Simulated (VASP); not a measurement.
# Si (Fd-3m) in VASP: a series of runs

The runs below take Si through single point, with PBE.

Everything below comes from runs of VASP 6.6.1. Logs are shortened: lines on timing, memory, paths and dates and some standing lists are left out, and cuts for length are marked.

**1. The cell of the first run**

The structure is cubic, space group Fd-3m (No. 227). The conventional cell has a = 4.886 Å, b = 4.886 Å, c = 4.886 Å, α = 90.00°, β = 90.00°, γ = 90.00°. Si (site symmetry -43m) has 4 Si at 2.12 Å within 2.8 Å.

**2. Single point, PBE**

INCAR

```
ALGO = Normal ; EDIFF = 1E-6
ENCUT = 500 ; GGA = PE
GGA_COMPAT = False ; ISIF = 2
ISMEAR = 1 ; LASPH = True
LCHARG = False ; LREAL = False
LWAVE = False ; NBANDS = 11
NELM = 120 ; PREC = Accurate
SIGMA = 0.05
```

KPOINTS

```
k-points
0
Gamma
  15 15 15
```

POSCAR

```
Si
1.0
    0.0000000000      2.4428797388      2.4428797388
    2.4428797388      0.0000000000      2.4428797388
    2.4428797388      2.4428797388      0.0000000000
Si
2
Direct
    1.0000000000      1.0000000000      1.0000000000
    0.2500000000      0.2500000000      0.2500000000
```

Potentials or basis: VASP PAW PBE potentials, release 64 (Si).

Run with:

```
$ cat potpaw_PBE.64/Si/POTCAR > POTCAR
$ mpirun -np 1 vasp_std > vasp.out
```

OUTCAR:

```text
EDIFF = 1E-6
   ENCUT = 500
   GGA = PE
   ISIF = 2
   ISMEAR = 1
   LASPH = True
   LREAL = False
   NELM = 120
   PREC = Accurate

 ion  position               nearest neighbor table
   1  0.000  0.000  0.000-   2 2.12   2 2.12   2 2.12   2 2.12
   2  0.250  0.250  0.250-   1 2.12   1 2.12   1 2.12   1 2.12

  LATTYP: Found a face centered cubic cell.
 ALAT       =     4.8857594776

  Lattice vectors:

 A1 = (   0.0000000000,   2.4428797388,   2.4428797388)
 A2 = (   2.4428797388,   0.0000000000,   2.4428797388)
 A3 = (   2.4428797388,   2.4428797388,   0.0000000000)

Analysis of symmetry for initial positions (statically):
=====================================================================
 Subroutine PRICEL returns:
 Original cell was already a primitive cell.

 Routine SETGRP: Setting up the symmetry group for a
 face centered cubic supercell.

 Subroutine GETGRP returns: Found 48 space group operations
 (whereof 24 operations were pure point group operations)
 out of a pool of 48 trial point group operations.

The static configuration has the point symmetry T_d .
 The point group associated with its full space group is O_h .

Analysis of symmetry for dynamics (positions and initial velocities):
=====================================================================
 Subroutine PRICEL returns:
 Original cell was already a primitive cell.

 Routine SETGRP: Setting up the symmetry group for a
 face centered cubic supercell.

 Subroutine GETGRP returns: Found 48 space group operations
 (whereof 24 operations were pure point group operations)
 out of a pool of 48 trial point group operations.

The dynamic configuration has the point symmetry T_d .
 The point group associated with its full space group is O_h .

 Subroutine INISYM returns: Found 48 space group operations
 (whereof 24 operations are pure point group operations),
 and found     1 'primitive' translations

----------------------------------------------------------------------------------------

                                     Primitive cell

  volume of cell :      29.1566

  direct lattice vectors                    reciprocal lattice vectors
     0.000000000  2.442879739  2.442879739    -0.204676469  0.204676469  0.204676469
     2.442879739  0.000000000  2.442879739     0.204676469 -0.204676469  0.204676469
     2.442879739  2.442879739  0.000000000     0.204676469  0.204676469 -0.204676469

  length of vectors
     3.454753658  3.454753658  3.454753658     0.354510044  0.354510044  0.354510044

  position of ions in fractional coordinates (direct lattice)
     0.000000000  0.000000000  0.000000000
     0.250000000  0.250000000  0.250000000

  ion indices of the primitive-cell ions
   primitive index   ion index
                 1           1
                 2           2

----------------------------------------------------------------------------------------

 KPOINTS: k-points

Automatic generation of k-mesh.
 Grid dimensions read from file:
 generate k-points for:   15   15   15

 Generating k-lattice:

  Cartesian coordinates                     Fractional coordinates (reciprocal lattice)
    -0.013645098  0.013645098  0.013645098     0.066666667  0.000000000  0.000000000
     0.013645098 -0.013645098  0.013645098     0.000000000  0.066666667  0.000000000
     0.013645098  0.013645098 -0.013645098     0.000000000  0.000000000  0.066666667

  Length of vectors
     0.023634003  0.023634003  0.023634003

  Shift w.r.t. Gamma in fractional coordinates (k-lattice)
     0.000000000  0.000000000  0.000000000

 Subroutine IBZKPT returns following result:
 ===========================================

 Found    120 irreducible k-points:

 Following reciprocal coordinates:
            Coordinates               Weight
  0.000000  0.000000  0.000000      1.000000
  0.066667  0.000000  0.000000      8.000000
  0.133333  0.000000  0.000000      8.000000
  0.200000  0.000000  0.000000      8.000000
  0.266667  0.000000  0.000000      8.000000
  0.333333  0.000000  0.000000      8.000000
[... 16 lines left out ...]
  0.133333  0.133333  0.000000      6.000000
  0.200000  0.133333  0.000000     24.000000
 [... further k-points ...]
   k-points           NKPTS =    120   k-points in BZ     NKDIM =    120   number of bands    NBANDS=     11
   number of dos      NEDOS =    301   number of ions     NIONS =      2
   total plane-waves  NPLWV =  21952
   dimension x,y,z NGX =    28 NGY =   28 NGZ =   28
   dimension x,y,z NGXF=    56 NGYF=   56 NGZF=   56
   ions per type =               2
   NGX,Y,Z   is equivalent  to a cutoff of  13.47, 13.47, 13.47 a.u.
   NGXF,Y,Z  is equivalent  to a cutoff of  26.95, 26.95, 26.95 a.u.
 SYSTEM =  unknown system
   PREC   = accura    normal or accurate (medium, high low for compatibility)
   ISTART =      0    job   : 0-new  1-cont  2-samecut
   ICHARG =      2    charge: 1-file 2-atom 10-const
   ISPIN  =      1    spin polarized calculation?
   LNONCOLLINEAR =      F non collinear calculations
   LSORBIT =      F    spin-orbit coupling
   LASPH  =      T    aspherical Exc in radial PAW
   ENCUT  =  500.0 eV  36.75 Ry    6.06 a.u.   6.30  6.30  6.30*2*pi/ulx,y,z
   NELM   =    120;   NELMIN=  2; NELMDL= -5     # of ELM steps
   EDIFF  = 0.1E-05   stopping-criterion for ELM
   LREAL  =      F    real-space projection
   EDIFFG = 0.1E-04   stopping-criterion for IOM
   NSW    =      0    number of steps for IOM
   IBRION =     -1    ionic relax: 0-MD 1-quasi-New 2-CG
   NFREE  =      0    steps in history (QN), initial steepest desc. (CG)
   ISIF   =      2    stress and relaxation
   ISYM   =      2    0-nonsym 1-usesym 2-fastsym
   POTIM  = 0.5000    time-step for ionic-motion
   TEBEG  =    0.0;   TEEND  =   0.0 temperature during run
   PSTRESS=    0.0 pullay stress
   NELECT =       8.0000    total number of electrons
   NUPDOWN=      -1.0000    fix difference up-down
   EMIN   =  10.00;   EMAX   =-10.00  energy-range for DOS
   EFERMI =   0.00;   METHOD = LEGACY
   ISMEAR =     1;   SIGMA  =   0.05  broadening in eV -4-tet -1-fermi 0-gaus
   EFERMI_NEDOS =   21; number of points for ismear=-14 and -15
   IALGO  =     38    algorithm
   IMIX   =      4    mixing-type and parameters
     AMIX     =   0.40;   BMIX     =  1.00
     AMIX_MAG =   1.60;   BMIX_MAG =  1.00
  volume/ion in A,a.u.               =      14.58        98.38
  Fermi-wavevector in a.u.,A,eV,Ry     =   1.063799  2.010288 15.397270  1.131667
  Thomas-Fermi vector in A             =   2.199296
   LORBIT       =      0    0 simple, 1 ext, 2 COOP (PROOUT), +10 PAW based schemes
   GGA     = PE    functional components
   LHFCALC =     F    Hartree Fock is set to
   AEXX    =    0.0000 exact exchange contribution
   IVDW    =     0    specifies the selected vdW correction
   LEPSILON=     F    determine dielectric tensor
   LRPA    =     F    only Hartree local field effects (RPA)
 non-spin polarized calculation
 Methfessel and Paxton  Order N= 1 SIGMA  =   0.05
  energy-cutoff  :      500.00
  volume of cell :       29.16
 maximum number of plane-waves:       754
 NGX is ok and might be reduce to    28
   NGX = 13   NGY = 13   NGZ = 13

 number of electron       8.0000001 magnetization

 Free energy of the ion-electron system (eV)
  ---------------------------------------------------
  ext. energy  EPLUGINS =         0.00000000
  ---------------------------------------------------
  free energy    TOTEN  =        -9.19330979 eV

  energy without entropy =       -9.19331930  energy(sigma->0) =       -9.19331296

 E-fermi :   9.4453     XC(G=0): -10.7048

 val. band max:        9.4054913852   @ k =   0.4000   0.4000   0.0000
 cond. band min:       9.4640304423   @ k =  -0.4667   0.4667   0.0000
 fundamental gap:      0.0585390571
 Fermi energy:         9.4452653798

 k-point     1 :       0.0000    0.0000    0.0000
  band No.  band energies     occupation
      1      -4.9224      2.00000
      2       9.5372     -0.02591
      3       9.5372     -0.02591
      4       9.5372     -0.02591
      5      12.1642      0.00000
      6      12.1642      0.00000
      7      12.1642      0.00000
      8      16.8816      0.00000
      9      17.3238      0.00000
     10      17.3238      0.00000
     11      18.9413      0.00000

 k-point     2 :       0.0667    0.0000    0.0000
  band No.  band energies     occupation
      1      -4.8467      2.00000
      2       8.8640      2.00000
      3       9.4034      1.99821
      4       9.4034      1.99821
      5      12.3610      0.00000
      6      12.3610      0.00000
      7      12.4167      0.00000
      8      17.0844      0.00000
      9      17.0844      0.00000
     10      17.1461      0.00000
     11      19.2559      0.00000

 k-point     3 :       0.1333    0.0000    0.0000
  band No.  band energies     occupation
      1      -4.6204      2.00000
      2       7.4924      2.00000
      3       9.1044      2.00000
      4       9.1044      2.00000
      5      12.6400      0.00000
      6      12.7960      0.00000
      7      12.7960      0.00000
      8      16.6530      0.00000
      9      16.6530      0.00000
     10      17.8287      0.00000
     11      19.9583      0.00000

 k-point     4 :       0.2000    0.0000    0.0000
  band No.  band energies     occupation
      1      -4.2467      2.00000
      2       5.9609      2.00000
      3       8.7807      2.00000
      4       8.7807      2.00000
      5      12.6217      0.00000
      6      13.1466      0.00000
      7      13.1466      0.00000
      8      16.5106      0.00000
      9      16.5106      0.00000
     10      18.4897      0.00000
     11      20.2225      0.00000

 k-point     5 :       0.2667    0.0000    0.0000
  band No.  band energies     occupation
      1      -3.7330      2.00000
      2       4.4449      2.00000
      3       8.5003      2.00000
      4       8.5003      2.00000
      5      12.4950      0.00000
      6      13.1587      0.00000
      7      13.1587      0.00000
      8      16.9786      0.00000
      9      16.9786      0.00000
     10      18.4858      0.00000
     11      20.8204      0.00000
[... 211 lines left out ...]
 k-point    21 :      -0.1333    0.0667    0.0000
  band No.  band energies     occupation
      1      -4.4451      2.00000
      2       6.9896      2.00000
      3       8.1745      2.00000
      4       9.2899      2.00010
      5      12.6791      0.00000
      6      12.9027      0.00000
      7      13.3205      0.00000
      8      15.9432      0.00000
      9      16.6023      0.00000
     10      18.7068      0.00000
     11      20.4339      0.00000

 k-point    22 :      -0.0667    0.0667    0.0000
  band No.  band energies     occupation
      1      -4.7207      2.00000
      2       8.2941      2.00000
      3       8.6705      2.00000
      4       9.4749      0.16647
      5      12.3609      0.00000
      6      12.6219      0.00000
      7      12.9289      0.00000
      8      16.4648      0.00000
      9      16.8810      0.00000
     10      17.8097      0.00000
     11      19.7359      0.00000

 k-point    23 :       0.1333    0.1333    0.0000
  band No.  band energies     occupation
      1      -4.5191      2.00000
      2       8.2578      2.00000
      3       8.2910      2.00000
      4       8.2910      2.00000
      5      11.3628      0.00000
      6      13.8890      0.00000
      7      13.8890      0.00000
      8      14.8624      0.00000
      9      17.7521      0.00000
     10      18.5567      0.00000
     11      20.4667      0.00000

 k-point    24 :       0.2000    0.1333    0.0000
  band No.  band energies     occupation
      1      -4.2438      2.00000
      2       6.9918      2.00000
      3       7.9109      2.00000
      4       8.2328      2.00000
      5      11.3322      0.00000
      6      14.1574      0.00000
      7      14.3457      0.00000
      8      14.4741      0.00000
      9      17.8701      0.00000
     10      19.4221      0.00000
     11      21.1998      0.00000

 [... further k-points ...]

------------------------ aborting loop because EDIFF is reached ----------------------------------------

  FORCE on cell =-STRESS in cart. coord.  units (eV):
  Direction    XX          YY          ZZ          XY          YZ          ZX
  --------------------------------------------------------------------------------------
  -------------------------------------------------------------------------------------
  Total       10.9001363     10.9001363     10.9001363      0.0000000      0.0000000      0.0000000
  in kB      598.9716291    598.9716291    598.9716291      0.0000000      0.0000000      0.0000000
  external PRESSURE =     598.9716291 kB  Pullay stress =       0.0000000 kB

 VOLUME and BASIS-vectors are now :
 -----------------------------------------------------------------------------
  energy-cutoff  :      500.00
  volume of cell :       29.16
      direct lattice vectors                 reciprocal lattice vectors
     0.000000000  2.442879739  2.442879739    -0.204676469  0.204676469  0.204676469
     2.442879739  0.000000000  2.442879739     0.204676469 -0.204676469  0.204676469
     2.442879739  2.442879739  0.000000000     0.204676469  0.204676469 -0.204676469

 POSITION                                       TOTAL-FORCE (eV/Angst)
 -----------------------------------------------------------------------------------
      0.00000      0.00000      0.00000        -0.000000     -0.000000     -0.000000
      1.22144      1.22144      1.22144         0.000000      0.000000      0.000000
 -----------------------------------------------------------------------------------
    total drift:                                0.000000      0.000000     -0.000000

  FREE ENERGIE OF THE ION-ELECTRON SYSTEM (eV)
  ---------------------------------------------------
  free  energy   TOTEN  =        -9.1933097902 eV

  energy  without entropy=       -9.1933193027  energy(sigma->0) =       -9.19331296
```

Wall time 13 s (1 thread of Intel Xeon 6975P-C (Granite Rapids), shared host); peak memory 0.16 GiB.

Results:

```yaml
Free_energy: -9.1933 eV
Pressure: 59.9 GPa
Band_gap_on_the_k_mesh: zero (bands 4 and 5 overlap by 0.18 eV)
```

Levels at points of the mesh, in eV from the Fermi level:
```csv
k point,band 1,band 2,band 3,band 4,band 5,band 6,band 7,band 8,band 9
"(0.00, 0.00, 0.00)",-14.37,0.09,0.09,0.09,2.72,2.72,2.72,7.44,7.88
```

Caveat: the cell stands under pressure; semilocal functionals underestimate gaps, so a narrow gap can read as zero.

[end of part 1 of 2]
